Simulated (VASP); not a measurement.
A run of VASP 6.6.1 is set up as follows.

INCAR

```
ALGO = Normal ; EDIFF = 1E-6
ENCUT = 520 ; GGA = PS
ISIF = 2 ; ISMEAR = 0
LASPH = T ; LCHARG = T
LELF = T ; LREAL = F
LVHAR = T ; LWAVE = F
NBANDS = 21 ; NELM = 100
PREC = Accurate ; SIGMA = 0.1
```

The input KPOINTS:

```
k-points
0
Gamma
  18 18 10
```

POSCAR

```
Ru
1.0
    2.6894802659      0.0000000000      0.0000000000
   -1.3447401330      2.3291582333      0.0000000000
    0.0000000000      0.0000000000      4.2519618179
Ru
2
Direct
    0.3333333333      0.6666666667      0.2500000000
    0.6666666667      0.3333333333      0.7500000000
```

Potentials or basis: VASP PAW PBE potentials, release 64 (Ru_pv).

Command:

```bash
$ cat potpaw_PBE.64/Ru_pv/POTCAR > POTCAR
$ mpirun -np 1 vasp_std > vasp.out
```

**Question.** What does it give for the pressure?

**Answer.** -0.1 GPa.

**Question.** Estimate the band gap on the k mesh.

**Answer.** Zero (bands 14 and 15 overlap by 3.22 eV).

Caveat: the PAW data sets were made with another functional, which shifts forces and pressure a little.
